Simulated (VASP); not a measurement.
# AlAs (F-43m) in VASP: settings compared

The runs below take AlAs through single point, with PBE, BLYP, PBEsol.

All numbers are computed with VASP 6.6.1; they aren't measurements. Logs are shortened: lines on timing, memory, paths and dates and some standing lists are left out, and cuts for length are marked.

### 1 The cell of the first run

Symmetry: F-43m, No. 216, cubic system. The conventional cell has a = 5.676 Å, b = 5.676 Å, c = 5.676 Å, α = 90.00°, β = 90.00°, γ = 90.00°. Al (site symmetry -43m) has 4 As at 2.46 Å within 3.2 Å. As (site symmetry -43m) has 4 Al at 2.46 Å within 3.2 Å.

### 2 Single point, PBE

INCAR

```
SYSTEM = AlAs
  PREC = Accurate
  ENCUT = 500
  EDIFF = 1E-6
  ISMEAR = 0
  SIGMA = 0.1
  LREAL = .False.
  LASPH = .True.
  NELM = 120
  ALGO = Normal
  ISIF = 2
  LWAVE = .False.
  LCHARG = .False.
  GGA = PE
  NBANDS = 11
  GGA_COMPAT = .False.
```

KPOINTS

```
Automatic mesh
0
Gamma
  4 4 4
  0 0 0
```

POSCAR

```
AlAs
1.0
    0.0000000000      2.8379008005      2.8379008005
    2.8379008005      0.0000000000      2.8379008005
    2.8379008005      2.8379008005      0.0000000000
Al As
1 1
Direct
    0.0000000000      0.0000000000      0.0000000000
    0.7500000000      0.7500000000      0.7500000000
```

Potentials or basis: VASP PAW PBE potentials, release 64 (Al, As).

Run with:

```bash
$ cat potpaw_PBE.64/Al/POTCAR potpaw_PBE.64/As/POTCAR > POTCAR
$ mpirun -np 1 vasp_std > vasp.out
```

OUTCAR:

```text
SYSTEM = AlAs
   PREC = Accurate
   ENCUT = 500
   EDIFF = 1E-6
   ISMEAR = 0
   LREAL = .False.
   LASPH = .True.
   NELM = 120
   ISIF = 2
   GGA = PE

 ion  position               nearest neighbor table
   1  0.000  0.000  0.000-   2 2.46   2 2.46   2 2.46   2 2.46
   2  0.750  0.750  0.750-   1 2.46   1 2.46   1 2.46   1 2.46

  LATTYP: Found a face centered cubic cell.
 ALAT       =     5.6758016010

  Lattice vectors:

 A1 = (   0.0000000000,   2.8379008005,   2.8379008005)
 A2 = (   2.8379008005,   0.0000000000,   2.8379008005)
 A3 = (   2.8379008005,   2.8379008005,   0.0000000000)

Analysis of symmetry for initial positions (statically):
=====================================================================
 Subroutine PRICEL returns:
 Original cell was already a primitive cell.

 Routine SETGRP: Setting up the symmetry group for a
 face centered cubic supercell.

 Subroutine GETGRP returns: Found 24 space group operations
 (whereof 24 operations were pure point group operations)
 out of a pool of 48 trial point group operations.

The static configuration has the point symmetry T_d .

Analysis of symmetry for dynamics (positions and initial velocities):
=====================================================================
 Subroutine PRICEL returns:
 Original cell was already a primitive cell.

 Routine SETGRP: Setting up the symmetry group for a
 face centered cubic supercell.

 Subroutine GETGRP returns: Found 24 space group operations
 (whereof 24 operations were pure point group operations)
 out of a pool of 48 trial point group operations.

The dynamic configuration has the point symmetry T_d .

 Subroutine INISYM returns: Found 24 space group operations
 (whereof 24 operations are pure point group operations),
 and found     1 'primitive' translations

----------------------------------------------------------------------------------------

                                     Primitive cell

  volume of cell :      45.7111

  direct lattice vectors                    reciprocal lattice vectors
     0.000000000  2.837900800  2.837900800    -0.176186567  0.176186567  0.176186567
     2.837900800  0.000000000  2.837900800     0.176186567 -0.176186567  0.176186567
     2.837900800  2.837900800  0.000000000     0.176186567  0.176186567 -0.176186567

  length of vectors
     4.013397801  4.013397801  4.013397801     0.305164086  0.305164086  0.305164086

  position of ions in fractional coordinates (direct lattice)
     0.000000000  0.000000000  0.000000000
     0.750000000  0.750000000  0.750000000

  ion indices of the primitive-cell ions
   primitive index   ion index
                 1           1
                 2           2

----------------------------------------------------------------------------------------

 KPOINTS: Automatic mesh

Automatic generation of k-mesh.
 Grid dimensions read from file:
 generate k-points for:    4    4    4

 Generating k-lattice:

  Cartesian coordinates                     Fractional coordinates (reciprocal lattice)
    -0.044046642  0.044046642  0.044046642     0.250000000  0.000000000  0.000000000
     0.044046642 -0.044046642  0.044046642     0.000000000  0.250000000  0.000000000
     0.044046642  0.044046642 -0.044046642     0.000000000  0.000000000  0.250000000

  Length of vectors
     0.076291021  0.076291021  0.076291021

  Shift w.r.t. Gamma in fractional coordinates (k-lattice)
     0.000000000  0.000000000  0.000000000

 Subroutine IBZKPT returns following result:
 ===========================================

 Found      8 irreducible k-points:

 Following reciprocal coordinates:
            Coordinates               Weight
  0.000000  0.000000  0.000000      1.000000
  0.250000  0.000000  0.000000      8.000000
  0.500000  0.000000  0.000000      4.000000
  0.250000  0.250000  0.000000      6.000000
  0.500000  0.250000  0.000000     24.000000
 -0.250000  0.250000  0.000000     12.000000
  0.500000  0.500000  0.000000      3.000000
 -0.250000  0.500000  0.250000      6.000000
   k-points           NKPTS =      8   k-points in BZ     NKDIM =      8   number of bands    NBANDS=     11
   number of dos      NEDOS =    301   number of ions     NIONS =      2
   total plane-waves  NPLWV =  27000
   dimension x,y,z NGX =    30 NGY =   30 NGZ =   30
   dimension x,y,z NGXF=    60 NGYF=   60 NGZF=   60
   ions per type =               1   1
   NGX,Y,Z   is equivalent  to a cutoff of  12.43, 12.43, 12.43 a.u.
   NGXF,Y,Z  is equivalent  to a cutoff of  24.85, 24.85, 24.85 a.u.
 SYSTEM =  AlAs
   PREC   = accura    normal or accurate (medium, high low for compatibility)
   ISTART =      0    job   : 0-new  1-cont  2-samecut
   ICHARG =      2    charge: 1-file 2-atom 10-const
   ISPIN  =      1    spin polarized calculation?
   LNONCOLLINEAR =      F non collinear calculations
   LSORBIT =      F    spin-orbit coupling
   LASPH  =      T    aspherical Exc in radial PAW
   ENCUT  =  500.0 eV  36.75 Ry    6.06 a.u.   7.32  7.32  7.32*2*pi/ulx,y,z
   NELM   =    120;   NELMIN=  2; NELMDL= -5     # of ELM steps
   EDIFF  = 0.1E-05   stopping-criterion for ELM
   LREAL  =      F    real-space projection
   EDIFFG = 0.1E-04   stopping-criterion for IOM
   NSW    =      0    number of steps for IOM
   IBRION =     -1    ionic relax: 0-MD 1-quasi-New 2-CG
   NFREE  =      0    steps in history (QN), initial steepest desc. (CG)
   ISIF   =      2    stress and relaxation
   ISYM   =      2    0-nonsym 1-usesym 2-fastsym
   POTIM  = 0.5000    time-step for ionic-motion
   TEBEG  =    0.0;   TEEND  =   0.0 temperature during run
   PSTRESS=    0.0 pullay stress
   NELECT =       8.0000    total number of electrons
   NUPDOWN=      -1.0000    fix difference up-down
   EMIN   =  10.00;   EMAX   =-10.00  energy-range for DOS
   EFERMI =   0.00;   METHOD = LEGACY
   ISMEAR =     0;   SIGMA  =   0.10  broadening in eV -4-tet -1-fermi 0-gaus
   EFERMI_NEDOS =   21; number of points for ismear=-14 and -15
   IALGO  =     38    algorithm
   IMIX   =      4    mixing-type and parameters
     AMIX     =   0.40;   BMIX     =  1.00
     AMIX_MAG =   1.60;   BMIX_MAG =  1.00
  volume/ion in A,a.u.               =      22.86       154.24
  Fermi-wavevector in a.u.,A,eV,Ry     =   0.915723  1.730466 11.409155  0.838549
  Thomas-Fermi vector in A             =   2.040497
   LORBIT       =      0    0 simple, 1 ext, 2 COOP (PROOUT), +10 PAW based schemes
   GGA     = PE    functional components
   LHFCALC =     F    Hartree Fock is set to
   AEXX    =    0.0000 exact exchange contribution
   IVDW    =     0    specifies the selected vdW correction
   LEPSILON=     F    determine dielectric tensor
   LRPA    =     F    only Hartree local field effects (RPA)
 non-spin polarized calculation
 Gauss-broadening in eV      SIGMA  =   0.10
  energy-cutoff  :      500.00
  volume of cell :       45.71
 maximum number of plane-waves:      1211
 NGX is ok and might be reduce to    30
   NGX = 15   NGY = 15   NGZ = 15

 number of electron       8.0000000 magnetization

 Free energy of the ion-electron system (eV)
  ---------------------------------------------------
  ext. energy  EPLUGINS =         0.00000000
  ---------------------------------------------------
  free energy    TOTEN  =        -9.26394813 eV

  energy without entropy =       -9.26394813  energy(sigma->0) =       -9.26394813

 E-fermi :   4.2866     XC(G=0):  -8.9904

 val. band max:        3.8619533810   @ k =   0.0000   0.0000   0.0000
 cond. band min:       5.2862792752   @ k =   0.5000   0.5000   0.0000
 fundamental gap:      1.4243258942
 Fermi energy:         4.2866196426

 k-point     1 :       0.0000    0.0000    0.0000
  band No.  band energies     occupation
      1      -7.9587      2.00000
      2       3.8620      2.00000
      3       3.8620      2.00000
      4       3.8620      2.00000
      5       5.8534      0.00000
      6       8.1077      0.00000
      7       8.1077      0.00000
      8       8.1077      0.00000
      9      12.6744      0.00000
     10      12.8323      0.00000
     11      12.8323      0.00000

 k-point     2 :       0.2500    0.0000    0.0000
  band No.  band energies     occupation
      1      -7.3852      2.00000
      2       0.4804      2.00000
      3       3.3832      2.00000
      4       3.3832      2.00000
      5       6.4291      0.00000
      6       8.7323      0.00000
      7       8.7323      0.00000
      8      10.2635      0.00000
      9      12.1311      0.00000
     10      12.1311      0.00000
     11      13.2187      0.00000

 k-point     3 :       0.5000    0.0000    0.0000
  band No.  band energies     occupation
      1      -6.5486      2.00000
      2      -1.6926      2.00000
      3       3.0378      2.00000
      4       3.0378      2.00000
      5       5.9582      0.00000
      6       8.5094      0.00000
      7       8.5094      0.00000
      8      11.5833      0.00000
      9      14.9930      0.00000
     10      15.3624      0.00000
     11      15.3624      0.00000

 k-point     4 :       0.2500    0.2500    0.0000
  band No.  band energies     occupation
      1      -7.1871      2.00000
      2       0.6478      2.00000
      3       2.5230      2.00000
      4       2.5230      2.00000
      5       6.4173      0.00000
      6       7.6023      0.00000
      7      10.6436      0.00000
      8      10.6436      0.00000
      9      11.2541      0.00000
     10      13.9220      0.00000
     11      16.0365      0.00000

 k-point     5 :       0.5000    0.2500    0.0000
  band No.  band energies     occupation
      1      -6.3190      2.00000
      2      -1.1774      2.00000
      3       1.1431      2.00000
      4       2.2515      2.00000
      5       6.3998      0.00000
      6       8.9953      0.00000
      7      10.1919      0.00000
      8      10.7529      0.00000
      9      14.1372      0.00000
     10      15.2479      0.00000
     11      16.7072      0.00000

 k-point     6 :      -0.2500    0.2500    0.0000
  band No.  band energies     occupation
      1      -6.6284      2.00000
      2      -0.6804      2.00000
      3       1.0038      2.00000
      4       2.9644      2.00000
      5       7.2247      0.00000
      6       9.5853      0.00000
      7       9.7226      0.00000
      8      10.1367      0.00000
      9      11.4801      0.00000
     10      14.0880      0.00000
     11      16.2841      0.00000

 k-point     7 :       0.5000    0.5000    0.0000
  band No.  band energies     occupation
      1      -6.0012      2.00000
      2      -1.5614      2.00000
      3       1.6957      2.00000
      4       1.6957      2.00000
      5       5.2863      0.00000
      6       6.1336      0.00000
      7      14.1193      0.00000
      8      14.1193      0.00000
      9      15.5573      0.00000
     10      16.3596      0.00000
     11      16.3596      0.00000

 k-point     8 :      -0.2500    0.5000    0.2500
  band No.  band energies     occupation
      1      -5.9696      2.00000
      2      -1.2269      2.00000
      3       0.7029      2.00000
      4       1.0497      2.00000
      5       8.1723      0.00000
      6       9.4500      0.00000
      7       9.5145      0.00000
      8       9.8870      0.00000
      9      14.4044      0.00000
     10      16.0814      0.00000
     11      16.3894      0.00000

------------------------ aborting loop because EDIFF is reached ----------------------------------------

  FORCE on cell =-STRESS in cart. coord.  units (eV):
  Direction    XX          YY          ZZ          XY          YZ          ZX
  --------------------------------------------------------------------------------------
  -------------------------------------------------------------------------------------
  Total        0.6970033      0.6970033      0.6970033      0.0000000     -0.0000000      0.0000000
  in kB       24.4300169     24.4300169     24.4300169      0.0000000     -0.0000000      0.0000000
  external PRESSURE =      24.4300169 kB  Pullay stress =       0.0000000 kB

 VOLUME and BASIS-vectors are now :
 -----------------------------------------------------------------------------
  energy-cutoff  :      500.00
  volume of cell :       45.71
      direct lattice vectors                 reciprocal lattice vectors
     0.000000000  2.837900800  2.837900800    -0.176186567  0.176186567  0.176186567
     2.837900800  0.000000000  2.837900800     0.176186567 -0.176186567  0.176186567
     2.837900800  2.837900800  0.000000000     0.176186567  0.176186567 -0.176186567

 POSITION                                       TOTAL-FORCE (eV/Angst)
 -----------------------------------------------------------------------------------
      0.00000      0.00000      0.00000        -0.000000     -0.000000      0.000000
      4.25685      4.25685      4.25685         0.000000      0.000000     -0.000000
 -----------------------------------------------------------------------------------
    total drift:                                0.000000      0.000000      0.000000

  FREE ENERGIE OF THE ION-ELECTRON SYSTEM (eV)
  ---------------------------------------------------
  free  energy   TOTEN  =        -9.2639481320 eV

  energy  without entropy=       -9.2639481319  energy(sigma->0) =       -9.26394813
```

It took 4.5 s on 1 thread of Intel Xeon Platinum 8559C (Emerald Rapids), shared host; peak memory 0.16 GiB.

What came out:

- Free energy: -9.2639 eV
- Pressure: 2.4 GPa
- Band gap on the k mesh: 1.42 eV, indirect (least direct gap 1.99 eV)

Caveat: the k points lie up to 0.48 Å⁻¹ apart. A k mesh can miss the band edges.

### 3 Single point, BLYP

INCAR

```
SYSTEM = AlAs
PREC     = Accurate       ! precision mode
ENCUT    = 500            ! plane-wave cutoff, eV
EDIFF    = 1E-6           ! SCF threshold, eV
ISMEAR   = 0              ! smearing method
SIGMA    = 0.1            ! smearing width, eV
LREAL    = .False.        ! projectors in reciprocal space
LASPH    = .True.         ! aspherical terms in the spheres
NELM     = 120            ! most SCF steps
ALGO     = Normal         ! electronic algorithm
ISIF     = 2              ! what is computed and relaxed
LWAVE    = .False.        ! write WAVECAR
LCHARG   = .False.        ! write CHGCAR
GGA      = B5             ! functional
ALDAX    = 1.0          
AGGAX    = 1.0          
AGGAC    = 1.0          
ALDAC    = 0.0          
NBANDS   = 11             ! bands
GGA_COMPAT= .False.
```

KPOINTS

```
regular mesh
0
Gamma
  4 4 4
  0 0 0
```

POSCAR is that of step 2.

Potentials or basis: VASP PAW PBE potentials, release 64 (Al, As).

Run with:

```bash
$ cat potpaw_PBE.64/Al/POTCAR potpaw_PBE.64/As/POTCAR > POTCAR
$ mpirun -np 1 vasp_std > vasp.out
```

Wall time 11 s (1 thread of Intel Xeon Platinum 8559C (Emerald Rapids), shared host); peak memory 0.16 GiB.

Results (log left out):

- Free energy: -8.0077 eV
- Pressure: 5.0 GPa
- Band gap on the k mesh: 1.67 eV, indirect (least direct gap 2.04 eV)

Levels at points of the mesh, in eV from the valence-band top:
| k point | band 1 | band 2 | band 3 | band 4 | band 5 | band 6 | band 7 | band 8 | band 9 |
| --- | --- | --- | --- | --- | --- | --- | --- | --- | --- |
| (0.00, 0.00, 0.00) | -11.80 | 0.00 | 0.00 | 0.00 | 2.04 | 4.34 | 4.34 | 4.34 | 9.00 |
| (0.50, 0.00, 0.00) | -10.42 | -5.47 | -0.81 | -0.81 | 2.17 | 4.79 | 4.79 | 8.03 | 11.27 |
| (0.50, 0.50, 0.00) | -9.88 | -5.38 | -2.12 | -2.12 | 1.67 | 2.40 | 10.31 | 10.31 | 11.77 |

Caveat: the k points lie up to 0.48 Å⁻¹ apart; the PAW data sets were made with another functional, which shifts forces and pressure a little.

### 4 Single point, PBE

INCAR

```
PREC     = Accurate       # precision mode
ENCUT    = 500            # plane-wave cutoff, eV
EDIFF    = 1E-6           # SCF threshold, eV
ISMEAR   = 0              # smearing method
SIGMA    = 0.01           # smearing width, eV
LREAL    = False          # projectors in reciprocal space
LASPH    = True           # aspherical terms in the spheres
NELM     = 120            # most SCF steps
ALGO     = Normal         # electronic algorithm
ISIF     = 2              # what is computed and relaxed
LWAVE    = False          # write WAVECAR
LCHARG   = False          # write CHGCAR
GGA      = PE             # functional
NBANDS   = 11             # bands
GGA_COMPAT= False
```

KPOINTS

```
regular mesh
0
Gamma
  4 4 4
```

POSCAR is that of step 3.

Run with:

```bash
$ cat potpaw_PBE.64/Al/POTCAR potpaw_PBE.64/As/POTCAR > POTCAR
$ mpirun -np 1 vasp_std > vasp.out
```

Run time: 4.5 s. Hardware: 1 thread of Intel Xeon Platinum 8559C (Emerald Rapids), shared host; peak memory 0.16 GiB.

Results (log left out):

```
Free energy            : -9.2639 eV
Pressure               : 2.4 GPa
Band gap on the k mesh : 1.42 eV, indirect (least direct gap 1.99 eV)
```

Levels at points of the mesh, in eV from the valence-band top:
```
           k point  band 1  band 2  band 3  band 4  band 5  band 6  band 7  band 8
(0.00, 0.00, 0.00)  -11.82    0.00    0.00    0.00    1.99    4.25    4.25    4.25
(0.50, 0.00, 0.00)  -10.41   -5.55   -0.82   -0.82    2.10    4.65    4.65    7.72
(0.50, 0.50, 0.00)   -9.86   -5.42   -2.17   -2.17    1.42    2.27   10.26   10.26
```

Caveat: the k points lie up to 0.48 Å⁻¹ apart.

### 5 Single point, PBEsol

INCAR

```
  ALGO = Normal
  EDIFF = 1E-6
  ENCUT = 500
  GGA = PS
  GGA_COMPAT = F
  ISIF = 2
  ISMEAR = -1
  LASPH = T
  LCHARG = F
  LREAL = F
  LWAVE = F
  NBANDS = 11
  NELM = 120
  PREC = Accurate
  SIGMA = 0.1
```

KPOINTS

```
k-points
0
Gamma
  4 4 4
```

POSCAR is that of step 4.

Run with:

```bash
$ cat potpaw_PBE.64/Al/POTCAR potpaw_PBE.64/As/POTCAR > POTCAR
$ mpirun -np 1 vasp_std > vasp.out
```

Run time: 4.6 s. Hardware: 1 thread of Intel Xeon Platinum 8559C (Emerald Rapids), shared host; peak memory 0.16 GiB.

Results (log left out):

- Free energy: -9.9443 eV
- Pressure: 0.5 GPa
- Band gap on the k mesh: 1.30 eV, indirect (least direct gap 1.91 eV)

Levels at points of the mesh, in eV from the valence-band top:
| k point | band 1 | band 2 | band 3 | band 4 | band 5 | band 6 | band 7 | band 8 |
| --- | --- | --- | --- | --- | --- | --- | --- | --- |
| (0.00, 0.00, 0.00) | -11.84 | 0.00 | 0.00 | 0.00 | 1.91 | 4.22 | 4.22 | 4.22 |
| (0.50, 0.00, 0.00) | -10.43 | -5.59 | -0.83 | -0.83 | 2.03 | 4.60 | 4.60 | 7.54 |
| (0.50, 0.50, 0.00) | -9.88 | -5.44 | -2.18 | -2.18 | 1.30 | 2.19 | 10.20 | 10.20 |

Caveat: the k points lie up to 0.48 Å⁻¹ apart; the PAW data sets were made with another functional, which shifts forces and pressure a little.

### 6 The runs side by side

| level | smearing | gap on the mesh (eV) | pressure (GPa) |
| --- | --- | --- | --- |
| PBE | gaussian 0.1 eV | 1.42 | 2.4 |
| BLYP | gaussian 0.1 eV | 1.67 | 5.0 |
| PBE | gaussian 0.01 eV | 1.42 | 2.4 |
| PBEsol | fermi-dirac 0.1 eV | 1.30 | 0.5 |

Alike in all rows: task single point; potentials or basis VASP PAW PBE potentials, release 64 (Al, As); no spin polarisation; cell as given; k mesh 4 × 4 × 4; cutoff (eV) 500.

Caveats: all runs use coarse meshes; the PAW data sets were made with another functional, which shifts forces and pressure a little (some runs).

Total energies depend on the potentials used, so only differences within one code and one set of settings carry meaning.
